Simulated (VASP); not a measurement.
Crystal: PbS.

```
Pb S
1.0
     0.00000    3.13659    2.95078
     3.13659    0.00000    2.95078
     3.13659    3.13659    0.00000
Pb S
1 1
Direct
  0.00000 0.00000 0.00000
  0.50000 0.50000 0.50000
```

This cell differs from its parent crystal: epitaxial xy strain +5.0%.

Base run:

```yaml
Program: VASP 6.6.1
Functional: r2SCAN
Potentials_or_basis: VASP PAW PBE potentials, release 64 (Pb_d, S)
Cutoff: 520 eV
k_mesh: 8 × 8 × 8
Occupations: gaussian, width 0.01 eV
Spin: no spin polarisation
```

Its results: band gap on the k mesh 0.88 eV, direct; pressure -3.7 GPa.

Problem. The run is repeated on the same cell with these changes: functional from r2SCAN to PBE; occupations from gaussian, width 0.01 eV to fermi-dirac, width 0.02 eV. What comes out?

Solution. Band gap on the k mesh 0.61 eV, direct; pressure -2.7 GPa.

Caveats: spin-orbit coupling is left out, which moves the levels of the heavy elements; the PAW data sets were made with another functional, which shifts forces and pressure a little (some runs).

A k mesh can miss the band edges.
